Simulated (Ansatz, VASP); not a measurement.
# AlN in VASP and in Ansatz

```xyz
2
Lattice="0.0000 1.9943 1.9943 1.9943 0.0000 1.9943 1.9943 1.9943 0.0000" Properties=species:S:1:pos:R:3 pbc="T T T"
Al    0.0000    0.0000    0.0000
N     1.9943    1.9943    1.9943
```

Change from the starting cell: volume scaled by 1.025, PAW files.

Alike in both runs: task electric field gradients; functional PBE; k mesh 10 × 10 × 10; occupations fermi-dirac, width 0.02 eV; no spin polarisation.

|  | VASP | Ansatz |
| --- | --- | --- |
| version | VASP 6.6.1 | Ansatz 0.2.0 |
| potentials or method | VASP PAW PBE potentials, release 64 (Al, N) | PAW with Ansatz's default frozen-core files, scalar-relativistic |
| plane-wave cutoff (eV) | 520 | 420 |
| valence electrons in the cell | 8 | 8 |

Ansatz gave:

- gap on the k mesh at the Fermi level (eV): 5.03
- pressure (GPa): 17.3

**Question.** Which values does VASP return?

**Answer.** gap on the k mesh at the Fermi level (eV): 5.01; pressure (GPa): 17.0.
